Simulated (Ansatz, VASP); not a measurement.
**Two plane-wave programs on Al2O3**

```
Al O
1.0
     2.85905    0.00000    0.00000
    -1.42953    2.47601    0.00000
     0.00000    0.00000    7.45421
Al O
2 3
Cartesian
  0.0000 1.6507 1.3626
  1.4295 0.8253 6.0916
  0.0000 0.0000 0.0000
  0.0000 1.6507 5.4178
  1.4295 0.8253 2.0364
```

Alike in both runs: task single point; functional PBE; k mesh 9 × 9 × 4; no spin polarisation.

```csv
,VASP,Ansatz
version,VASP 6.6.1,Ansatz 0.2.0
potentials or method,"VASP PAW PBE potentials, release 64 (Al, O)","plane waves, PAW"
plane-wave cutoff (eV),520,420
occupations,"gaussian, width 0.01 eV",fixed
valence electrons in the cell,24,24
```

VASP gave:

* gap on the k mesh at the Fermi level (eV): 5.01
* pressure (GPa): 5.8
* traceless stress, the component that is largest in VASP (GPa): -2.15
* rms of the force components (eV/Å): 0.126

Problem. Which values does Ansatz return?

Solution. gap on the k mesh at the Fermi level (eV): 5.03; pressure (GPa): 5.7; traceless stress, the component that is largest in VASP (GPa): -1.88; rms of the force components (eV/Å): 0.140.

Atom by atom the forces differ by 0.018 eV/Å (rms over components).
